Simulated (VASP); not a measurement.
# Pb (Pm-3m) in VASP: a series of runs, part 2 of 2

VASP 6.6.1. The steps go on from the part before.

### Step 4. Single point, PBEsol (volume scaled by 0.96)

INCAR reads:

```
  ALGO = Normal
  EDIFF = 1E-6
  ENCUT = 520
  GGA = PS
  ISIF = 2
  ISMEAR = -1
  LASPH = True
  LCHARG = False
  LREAL = False
  LWAVE = False
  NBANDS = 13
  NELM = 60
  PREC = Accurate
  SIGMA = 0.1
```

KPOINTS reads:

```
k-points
0
Gamma
  11 11 11
```

POSCAR reads:

```
Pb
1.0
    3.1377816868      0.0000000000      0.0000000000
    0.0000000000      3.1377816868      0.0000000000
    0.0000000000      0.0000000000      3.1377816868
Pb
1
Direct
    0.0000000000      0.0000000000      0.0000000000
```

Potentials or basis: VASP PAW PBE potentials, release 64 (Pb_d).

Launch:

```bash
> cat potpaw_PBE.64/Pb_d/POTCAR > POTCAR
> mpirun -np 1 vasp_std > vasp.out
```

OUTCAR:

```text
EDIFF = 1E-6
   ENCUT = 520
   GGA = PS
   ISIF = 2
   ISMEAR = -1
   LASPH = True
   LREAL = False
   NELM = 60
   PREC = Accurate

 ion  position               nearest neighbor table
   1  0.000  0.000  0.000-

  LATTYP: Found a simple cubic cell.
 ALAT       =     3.1377816868

  Lattice vectors:

 A1 = (   3.1377816868,   0.0000000000,   0.0000000000)
 A2 = (   0.0000000000,   3.1377816868,   0.0000000000)
 A3 = (   0.0000000000,   0.0000000000,   3.1377816868)

Analysis of symmetry for initial positions (statically):
=====================================================================
 Subroutine PRICEL returns:
 Original cell was already a primitive cell.

 Routine SETGRP: Setting up the symmetry group for a
 simple cubic supercell.

 Subroutine GETGRP returns: Found 48 space group operations
 (whereof 48 operations were pure point group operations)
 out of a pool of 48 trial point group operations.

The static configuration has the point symmetry O_h .

Analysis of symmetry for dynamics (positions and initial velocities):
=====================================================================
 Subroutine PRICEL returns:
 Original cell was already a primitive cell.

 Routine SETGRP: Setting up the symmetry group for a
 simple cubic supercell.

 Subroutine GETGRP returns: Found 48 space group operations
 (whereof 48 operations were pure point group operations)
 out of a pool of 48 trial point group operations.

The dynamic configuration has the point symmetry O_h .

 Subroutine INISYM returns: Found 48 space group operations
 (whereof 48 operations are pure point group operations),
 and found     1 'primitive' translations

----------------------------------------------------------------------------------------

                                     Primitive cell

  volume of cell :      30.8936

  direct lattice vectors                    reciprocal lattice vectors
     3.137781687  0.000000000  0.000000000     0.318696487  0.000000000  0.000000000
     0.000000000  3.137781687  0.000000000     0.000000000  0.318696487  0.000000000
     0.000000000  0.000000000  3.137781687     0.000000000  0.000000000  0.318696487

  length of vectors
     3.137781687  3.137781687  3.137781687     0.318696487  0.318696487  0.318696487

  position of ions in fractional coordinates (direct lattice)
     0.000000000  0.000000000  0.000000000

  ion indices of the primitive-cell ions
   primitive index   ion index
                 1           1

----------------------------------------------------------------------------------------

 KPOINTS: k-points

Automatic generation of k-mesh.
 Grid dimensions read from file:
 generate k-points for:   11   11   11

 Generating k-lattice:

  Cartesian coordinates                     Fractional coordinates (reciprocal lattice)
     0.028972408  0.000000000  0.000000000     0.090909091  0.000000000  0.000000000
     0.000000000  0.028972408  0.000000000     0.000000000  0.090909091  0.000000000
     0.000000000  0.000000000  0.028972408     0.000000000  0.000000000  0.090909091

  Length of vectors
     0.028972408  0.028972408  0.028972408

  Shift w.r.t. Gamma in fractional coordinates (k-lattice)
     0.000000000  0.000000000  0.000000000

 Subroutine IBZKPT returns following result:
 ===========================================

 Found     56 irreducible k-points:

 Following reciprocal coordinates:
            Coordinates               Weight
  0.000000  0.000000  0.000000      1.000000
  0.090909  0.000000  0.000000      6.000000
  0.181818  0.000000  0.000000      6.000000
  0.272727  0.000000  0.000000      6.000000
  0.363636  0.000000  0.000000      6.000000
  0.454545  0.000000  0.000000      6.000000
[... 16 lines left out ...]
  0.181818  0.090909  0.090909     24.000000
  0.272727  0.090909  0.090909     24.000000
 [... further k-points ...]
   k-points           NKPTS =     56   k-points in BZ     NKDIM =     56   number of bands    NBANDS=     13
   number of dos      NEDOS =    301   number of ions     NIONS =      1
   total plane-waves  NPLWV =  13824
   dimension x,y,z NGX =    24 NGY =   24 NGZ =   24
   dimension x,y,z NGXF=    48 NGYF=   48 NGZF=   48
   ions per type =               1
   NGX,Y,Z   is equivalent  to a cutoff of  12.72, 12.72, 12.72 a.u.
   NGXF,Y,Z  is equivalent  to a cutoff of  25.43, 25.43, 25.43 a.u.
 SYSTEM =  unknown system
   PREC   = accura    normal or accurate (medium, high low for compatibility)
   ISTART =      0    job   : 0-new  1-cont  2-samecut
   ICHARG =      2    charge: 1-file 2-atom 10-const
   ISPIN  =      1    spin polarized calculation?
   LNONCOLLINEAR =      F non collinear calculations
   LSORBIT =      F    spin-orbit coupling
   LASPH  =      T    aspherical Exc in radial PAW
   ENCUT  =  520.0 eV  38.22 Ry    6.18 a.u.   5.83  5.83  5.83*2*pi/ulx,y,z
   NELM   =     60;   NELMIN=  2; NELMDL= -5     # of ELM steps
   EDIFF  = 0.1E-05   stopping-criterion for ELM
   LREAL  =      F    real-space projection
   EDIFFG = 0.1E-04   stopping-criterion for IOM
   NSW    =      0    number of steps for IOM
   IBRION =     -1    ionic relax: 0-MD 1-quasi-New 2-CG
   NFREE  =      0    steps in history (QN), initial steepest desc. (CG)
   ISIF   =      2    stress and relaxation
   ISYM   =      2    0-nonsym 1-usesym 2-fastsym
   POTIM  = 0.5000    time-step for ionic-motion
   TEBEG  =    0.0;   TEEND  =   0.0 temperature during run
   PSTRESS=    0.0 pullay stress
   NELECT =      14.0000    total number of electrons
   NUPDOWN=      -1.0000    fix difference up-down
   EMIN   =  10.00;   EMAX   =-10.00  energy-range for DOS
   EFERMI =   0.00;   METHOD = LEGACY
   ISMEAR =    -1;   SIGMA  =   0.10  broadening in eV -4-tet -1-fermi 0-gaus
   EFERMI_NEDOS =   21; number of points for ismear=-14 and -15
   IALGO  =     38    algorithm
   IMIX   =      4    mixing-type and parameters
     AMIX     =   0.40;   BMIX     =  1.00
     AMIX_MAG =   1.60;   BMIX_MAG =  1.00
  volume/ion in A,a.u.               =      30.89       208.48
  Fermi-wavevector in a.u.,A,eV,Ry     =   1.257462  2.376258 21.513669  1.581210
  Thomas-Fermi vector in A             =   2.391120
   LORBIT       =      0    0 simple, 1 ext, 2 COOP (PROOUT), +10 PAW based schemes
   GGA     = PS    functional components
   LHFCALC =     F    Hartree Fock is set to
   AEXX    =    0.0000 exact exchange contribution
   IVDW    =     0    specifies the selected vdW correction
   LEPSILON=     F    determine dielectric tensor
   LRPA    =     F    only Hartree local field effects (RPA)
 non-spin polarized calculation
  energy-cutoff  :      520.00
  volume of cell :       30.89
 maximum number of plane-waves:       849
 NGX is ok and might be reduce to    24
   NGX = 11   NGY = 11   NGZ = 11

 number of electron      13.9999993 magnetization

 Free energy of the ion-electron system (eV)
  ---------------------------------------------------
  ext. energy  EPLUGINS =         0.00000000
  ---------------------------------------------------
  free energy    TOTEN  =        -3.79872612 eV

  energy without entropy =       -3.77750208  energy(sigma->0) =       -3.78811410

 E-fermi :   6.6026     XC(G=0): -10.1556

 val. band max:        6.5654852859   @ k =   0.3636   0.3636   0.2727
 cond. band min:       6.6647915414   @ k =   0.4545   0.3636   0.1818
 fundamental gap:      0.0993062555
 Fermi energy:         6.6026171000

 k-point     1 :       0.0000    0.0000    0.0000
  band No.  band energies     occupation
      1     -10.6326      2.00000
      2     -10.6326      2.00000
      3      -9.8906      2.00000
      4      -9.8906      2.00000
      5      -9.8906      2.00000
      6      -5.1249      2.00000
      7      11.9010      0.00000
      8      11.9010      0.00000
      9      11.9010      0.00000
     10      15.0465      0.00000
     11      16.4350      0.00000
     12      16.4350      0.00000
     13      25.1486      0.00000
[... 353 lines left out ...]
 k-point    24 :       0.2727    0.0909    0.0909
  band No.  band energies     occupation
      1     -10.5425      2.00000
      2     -10.2945      2.00000
      3     -10.0278      2.00000
      4     -10.0238      2.00000
      5      -9.9132      2.00000
      6      -3.7374      2.00000
      7       5.9990      1.99523
      8      11.6245      0.00000
      9      11.8408      0.00000
     10      17.9335      0.00000
     11      18.1268      0.00000
     12      20.5564      0.00000
     13      20.5951      0.00000

 [... further k-points ...]

------------------------ aborting loop because EDIFF is reached ----------------------------------------

  FORCE on cell =-STRESS in cart. coord.  units (eV):
  Direction    XX          YY          ZZ          XY          YZ          ZX
  --------------------------------------------------------------------------------------
  -------------------------------------------------------------------------------------
  Total        0.4006560      0.4006560      0.4006560      0.0000000     -0.0000000      0.0000000
  in kB       20.7784911     20.7784911     20.7784911      0.0000000     -0.0000000      0.0000000
  external PRESSURE =      20.7784911 kB  Pullay stress =       0.0000000 kB

 VOLUME and BASIS-vectors are now :
 -----------------------------------------------------------------------------
  energy-cutoff  :      520.00
  volume of cell :       30.89
      direct lattice vectors                 reciprocal lattice vectors
     3.137781687  0.000000000  0.000000000     0.318696487  0.000000000  0.000000000
     0.000000000  3.137781687  0.000000000     0.000000000  0.318696487  0.000000000
     0.000000000  0.000000000  3.137781687     0.000000000  0.000000000  0.318696487

 POSITION                                       TOTAL-FORCE (eV/Angst)
 -----------------------------------------------------------------------------------
      0.00000      0.00000      0.00000         0.000000      0.000000      0.000000
 -----------------------------------------------------------------------------------
    total drift:                                0.000000     -0.000000      0.000000

  FREE ENERGIE OF THE ION-ELECTRON SYSTEM (eV)
  ---------------------------------------------------
  free  energy   TOTEN  =        -3.7987261214 eV

  energy  without entropy=       -3.7775020778  energy(sigma->0) =       -3.78811410
```

Run time: 4.7 s. Hardware: 1 thread of Intel Xeon 6975P-C (Granite Rapids), shared host; peak memory 0.14 GiB.

What came out:

| Property | Result |
| --- | --- |
| Free energy | -3.7987 eV |
| Pressure | 2.1 GPa |
| Band gap on the k mesh | zero (band 7 reaches 11.90 eV, above the bottom of band 8 at 4.80 eV) |

Levels at points of the mesh, in eV from the Fermi level:
```
           k point  band 3  band 4  band 5  band 6  band 7  band 8  band 9  band 10  band 11  band 12
(0.00, 0.00, 0.00)  -16.49  -16.49  -16.49  -11.73    5.30    5.30    5.30     8.44     9.83     9.83
```

Caveat: the cell differs from its parent crystal (volume scaled by 0.96); the PAW data sets were made with another functional, which shifts forces and pressure a little; spin-orbit coupling is left out, which moves the levels of the heavy elements.

### Step 5. Single point, PBEsol

This run uses another cell than the first one, of 32.18 Å³/atom, 1.136 times its volume.

INCAR: that of step 4 with these lines changed.

```diff
@@ -1,3 +1,3 @@
   ALGO = Normal
-  EDIFF = 1E-6
+  EDIFF = 1E-7
   ENCUT = 520
@@ -11,3 +11,3 @@
   NBANDS = 13
-  NELM = 60
+  NELM = 80
   PREC = Accurate
```

KPOINTS is that of step 4.

POSCAR reads:

```
Pb
1.0
    3.1807703396      0.0000000000      0.0000000000
    0.0000000000      3.1807703396      0.0000000000
    0.0000000000      0.0000000000      3.1807703396
Pb
1
Direct
    0.0000000000      0.0000000000      0.0000000000
```

Launch:

```bash
> cat potpaw_PBE.64/Pb_d/POTCAR > POTCAR
> mpirun -np 1 vasp_std > vasp.out
```

Wall time 4.8 s (1 thread of Intel Xeon 6975P-C (Granite Rapids), shared host); peak memory 0.15 GiB.

The run converged. Its results:

| Item | Value |
| --- | --- |
| Free energy | -3.8080 eV |
| Pressure | 0.1 GPa |
| Band gap on the k mesh | zero (band 7 reaches 11.31 eV, above the bottom of band 8 at 4.44 eV) |

Levels at points of the mesh, in eV from the Fermi level:
```
           k point  band 4  band 5  band 6  band 7  band 8  band 9  band 10  band 11
(0.00, 0.00, 0.00)  -16.49  -16.49  -11.46    5.15    5.15    5.15     8.15     9.60
```

Caveat: the PAW data sets were made with another functional, which shifts forces and pressure a little; spin-orbit coupling is left out, which moves the levels of the heavy elements.

### Step 6. Summary

```csv
cell,gap on the mesh (eV),pressure (GPa)
"a = 3.048 Å, 1 atom",none,7.7
"a = 3.094 Å, 1 atom",none,4.6
"a = 3.138 Å, 1 atom",none,2.1
"a = 3.181 Å, 1 atom",none,0.1
```

Alike in all rows: task single point; level PBEsol; potentials or basis VASP PAW PBE potentials, release 64 (Pb_d); no spin polarisation; k mesh 11 × 11 × 11; cutoff (eV) 520; smearing fermi-dirac 0.1 eV.

Caveats: the PAW data sets were made with another functional, which shifts forces and pressure a little; spin-orbit coupling is left out, which moves the levels of the heavy elements.

Absolute energies hang on the potentials; compare differences alone.
